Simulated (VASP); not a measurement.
Write the native input for VASP 6.6.1 that does the following.

```yaml
Task: single point
Functional: PBEsol
Potentials_or_basis: VASP PAW PBE potentials, release 64 (Fe, Pt)
Cutoff: 520 eV
k_mesh: 16 × 16 × 12
Occupations: gaussian, width 0.1 eV
Spin: collinear spin, ferromagnetic start
Starting_moments: "[3.25, 0.45] μB"
Dipole_correction: no
Further_INCAR_settings: ALGO = Fast; EDIFF = 1e-06; NBANDS = 20
```

The structure of FePt lies in POSCAR:

```
FePt
1.0
    2.6867994532      0.0000000000      0.0000000000
    0.0000000000      2.6867994532      0.0000000000
    0.0000000000      0.0000000000      3.7172750953
Fe Pt
1 1
Direct
    0.5000000000      0.5000000000      0.5000000000
    0.0000000000      0.0000000000      0.0000000000
```

One way to write it, as run:

INCAR

```
  PREC = Accurate
  ENCUT = 520
  EDIFF = 1E-6
  ISMEAR = 0
  SIGMA = 0.1
  LREAL = F
  LASPH = T
  NELM = 150
  ALGO = Fast
  ISIF = 2
  LWAVE = F
  LCHARG = T
  ISPIN = 2
  MAGMOM = 3.25 0.45
  LORBIT = 11
  LMAXMIX = 4
  GGA = PS
  LELF = T
  LVHAR = T
  NBANDS = 20
```

KPOINTS

```
Automatic mesh
0
Gamma
  16 16 12
```

Potentials or basis: VASP PAW PBE potentials, release 64 (Fe, Pt).

Command:

```console
$ cat potpaw_PBE.64/Fe/POTCAR potpaw_PBE.64/Pt/POTCAR > POTCAR
$ mpirun -np 1 vasp_std > vasp.out
```

It gave:

| Item | Value |
| --- | --- |
| Pressure | -0.3 GPa |
| Net moment | 3.21 μB per cell |
| Site moments | Fe +2.85; Pt +0.32 μB |
| Valence electrons inside the program's atomic spheres | Fe 7.05; Pt 9.49 |

Caveat: the PAW data sets were made with another functional, which shifts forces and pressure a little.

Run time: 3.2 min on 1 thread of AMD EPYC 7R13 Processor (Zen 3), with other jobs on the host, peak memory 0.33 GiB.
